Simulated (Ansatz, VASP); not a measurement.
Te in VASP and in Ansatz

```
Te
1.0
     4.63249    0.00000    0.00000
    -2.31624    4.01185    0.00000
     0.00000    0.00000    5.88690
Te
3
Direct
  0.25359 0.00000 0.33333
  0.00000 0.25359 0.66667
  0.74641 0.74641 0.00000
```

Alike in both runs: task single point; functional r2SCAN; k mesh 8 × 8 × 6; occupations fermi-dirac, width 1 eV; no spin polarisation.

|  | VASP | Ansatz |
| --- | --- | --- |
| version | VASP 6.6.1 | Ansatz 0.2.0 |
| potentials or method | VASP PAW PBE potentials, release 64 (Te), cutoff 550 eV | plane waves (500 eV) with PAW, scalar-relativistic |
| valence electrons in the cell | 18 | 48 |

```csv
,VASP,Ansatz,Ansatz less VASP
pressure (GPa),4.8,4.8,-0.03
"traceless stress, the component that is largest in VASP (GPa)",1.82,1.78,-0.040
```

VASP's potentials were made for PBE, not for r2SCAN. VASP's potentials hold 18 valence electrons a cell and Ansatz's 48, so a difference there can come from the potentials and not from the codes.

Neither program's run includes spin-orbit coupling.
